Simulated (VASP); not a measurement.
A run of VASP 6.6.1:

The input INCAR:

```
SYSTEM = Zr
PREC     = Accurate       ! precision mode
ENCUT    = 520            ! plane-wave cutoff, eV
EDIFF    = 1E-7           ! SCF threshold, eV
ISMEAR   = 0              ! smearing method
SIGMA    = 0.15           ! smearing width, eV
LREAL    = .False.        ! projectors in reciprocal space
LASPH    = .True.         ! aspherical terms in the spheres
NELM     = 80             ! most SCF steps
ALGO     = Fast           ! electronic algorithm
ISIF     = 2              ! what is computed and relaxed
LWAVE    = .False.        ! write WAVECAR
LCHARG   = .False.        ! write CHGCAR
GGA      = PS             ! functional
NBANDS   = 19             ! bands
```

The input KPOINTS:

```
Automatic mesh
0
Gamma
  18 18 10
  0 0 0
```

Contents of POSCAR:

```
Zr
1.0
    3.2319982225      0.0000000000      0.0000000000
   -1.6159991112      2.7989925657      0.0000000000
    0.0000000000      0.0000000000      5.0697950000
Zr
2
Direct
    0.3333333333      0.6666666667      0.2500000000
    0.6666666667      0.3333333333      0.7500000000
```

Potentials or basis: VASP PAW PBE potentials, release 64 (Zr_sv).

Run with:

```console
$ cat potpaw_PBE.64/Zr_sv/POTCAR > POTCAR
$ mpirun -np 1 vasp_std > vasp.out
```

Hardware: 1 thread of Intel(R) Xeon(R) Platinum 8488C (Sapphire Rapids), with other jobs on the host.

**Question.** How long does it take, and how much memory?

**Answer.** Wall time 3.3 min on 1 thread of Intel(R) Xeon(R) Platinum 8488C (Sapphire Rapids), on a shared host, peak memory 0.27 GiB. Counts: scf iterations 25, k points 222.
